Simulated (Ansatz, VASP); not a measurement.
# Si in VASP and in Ansatz

```xyz
1
Lattice="2.6535 0.0000 0.0000 -1.3267 2.2980 0.0000 0.0000 0.0000 2.4389" Properties=species:S:1:pos:R:3 pbc="T T T"
Si    0.0000    0.0000    0.0000
```

Alike in both runs: task relaxation of cell and atoms; functional r2SCAN; k mesh 24 × 24 × 22; occupations gaussian, width 0.1 eV; no spin polarisation.

```csv
,VASP,Ansatz
version,VASP 6.6.1,Ansatz 0.2.0
potentials or method,"VASP PAW PBE potentials, release 64 (Si), cutoff 600 eV","scalar-relativistic, plane waves, PAW"
valence electrons in the cell,4,4
```

|  | VASP | Ansatz | Ansatz less VASP |
| --- | --- | --- | --- |
| gap on the k mesh at the Fermi level, each at its own relaxed structure (eV) | none | none | - |
| relaxed volume (Å³/atom) | 14.93 | 14.94 | +0.009 |
| relaxed cell length with the largest relative difference (Å) | 2.478 | 2.479 | +0.0007 |

VASP's potentials were made for PBE, not for r2SCAN. A gap of «none» marks a metal or a gap that the smearing closes.
